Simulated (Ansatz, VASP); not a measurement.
# One calculation of SrTiO3, two programs

```
CELL_PARAMETERS angstrom
3.93641 0.00000 0.00000
0.00000 3.93641 0.00000
0.00000 0.00000 3.93641
ATOMIC_POSITIONS crystal
Sr 0.97807 0.00000 0.00000
Ti 0.53895 0.50000 0.50000
O 0.99553 0.50000 0.50000
O 0.50403 0.00000 0.50000
O 0.50403 0.50000 0.00000
```

Change from the starting cell: mode 1 frozen in at -0.058 Å and mode 7 at -0.115 Å (largest displacements).

Alike in both runs: task single point; functional PBE; k mesh 8 × 8 × 8; occupations gaussian, width 0.05 eV; no spin polarisation.

```csv
,VASP,Ansatz
version,VASP 6.6.1,Ansatz 0.2.0
potentials or method,"VASP PAW PBE potentials, release 64 (Sr_sv, Ti_sv, O), cutoff 520 eV","scalar-relativistic, plane waves, PAW"
valence electrons in the cell,40,40
```

|  | VASP | Ansatz | Ansatz less VASP |
| --- | --- | --- | --- |
| gap on the k mesh at the Fermi level (eV) | 1.85 | 1.89 | +0.036 |
| least direct gap on the mesh (eV) | 2.42 | 2.44 | +0.021 |
| pressure (GPa) | 3.2 | 2.5 | -0.67 |
| traceless stress, the component that is largest in VASP (GPa) | 2.82 | 2.72 | -0.094 |
| rms of the force components (eV/Å) | 0.407 | 0.378 | -0.0288 |

Atom by atom the forces differ by 0.032 eV/Å (rms over components). With one functional, cell and mesh, what is left measures potentials, basis and numerics.
